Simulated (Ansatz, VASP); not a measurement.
# AlN: VASP beside Ansatz

```
Al N
1.0
     0.00000    2.03452    2.03452
     2.03452    0.00000    2.03452
     2.03452    2.03452    0.00000
Al N
1 1
Cartesian
  2.0345 2.0345 2.0845
  0.0000 0.0000 0.0000
```

Change from the starting cell: all Al atoms moved -0.050 Å, as atom 1 towards its neighbour atom 2 (N) at 2.035 Å.

Alike in both runs: task single point; functional PBEsol; k mesh 10 × 10 × 10; occupations gaussian, width 0.05 eV; no spin polarisation.

```csv
,VASP,Ansatz
version,VASP 6.6.1,Ansatz 0.2.0
potentials or method,"VASP PAW PBE potentials, release 64 (Al, N), cutoff 520 eV","scalar-relativistic, plane waves, PAW"
valence electrons in the cell,8,8
```

```tsv
	VASP	Ansatz	Ansatz less VASP
gap on the k mesh at the Fermi level (eV)	4.37	4.37	+0.005
least direct gap on the mesh (eV)	5.39	5.37	-0.019
pressure (GPa)	-4.2	-4.1	+0.09
traceless stress, the component that is largest in VASP (GPa)	0.96	0.94	-0.013
rms of the force components (eV/Å)	0.197	0.195	-0.0019
```

VASP's potentials were made for PBE, not for PBEsol. Atom by atom the forces differ by 0.002 eV/Å (rms over components). With one functional, cell and mesh, what is left measures potentials, basis and numerics.
